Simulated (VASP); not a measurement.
Write the native input for VASP 6.6.1 that does the following.

| Item | Value |
| --- | --- |
| Task | single point |
| Functional | LDA |
| Potentials or basis | VASP PAW LDA potentials, release 64 (Sr_sv, Mg, Al) |
| Cutoff | 520 eV |
| k mesh | 6 × 6 × 3 |
| Occupations | fermi-dirac, width 0.1 eV |
| Spin | no spin polarisation |
| Dipole correction | no |
| Further INCAR settings | ALGO = Normal; EDIFF = 1e-07; NBANDS = 43 |

The structure of Sr2MgAl3 lies in POSCAR:

```
Sr2MgAl3
1.0
    5.8943963247      0.0000000000      0.0000000000
   -2.9471981623      5.1046969571      0.0000000000
    0.0000000000      0.0000000000      9.4156775956
Sr Mg Al
4 2 6
Direct
    0.3333333333      0.6666666667      0.0694489175
    0.6666666667      0.3333333333      0.5694489175
    0.3333333333      0.6666666667      0.4305510825
    0.6666666667      0.3333333333      0.9305510825
    0.0000000000      0.0000000000      0.0000000000
    0.0000000000      0.0000000000      0.5000000000
    0.8271469393      0.6542938786      0.2500000000
    0.1728530607      0.8271469393      0.7500000000
    0.3457061214      0.1728530607      0.2500000000
    0.1728530607      0.3457061214      0.7500000000
    0.8271469393      0.1728530607      0.2500000000
    0.6542938786      0.8271469393      0.7500000000
```

The input as run:

INCAR

```
SYSTEM = Sr2MgAl3
PREC = Accurate
ENCUT = 520
EDIFF = 1E-7
ISMEAR = -1
SIGMA = 0.1
LREAL = .False.
LASPH = .True.
NELM = 60
ALGO = Normal
ISIF = 2
LWAVE = .False.
LCHARG = .False.
GGA = CA
NBANDS = 43
```

KPOINTS

```
regular mesh
0
Gamma
  6 6 3
  0 0 0
```

Potentials or basis: VASP PAW LDA potentials, release 64 (Sr_sv, Mg, Al).

Command:

```sh
$ cat potpaw_LDA.64/Sr_sv/POTCAR potpaw_LDA.64/Mg/POTCAR potpaw_LDA.64/Al/POTCAR > POTCAR
$ mpirun -np 1 vasp_std > vasp.out
```

Results of the run:

The pressure is 0.0 GPa. The largest force is 0.008 eV/Å. The band gap on the k mesh is zero (bands 31 and 32 overlap by 1.25 eV).

Run time: 2 min on 1 thread of AMD EPYC 9R45 96-Core Processor (Zen 5) (shared host), peak memory 0.36 GiB.
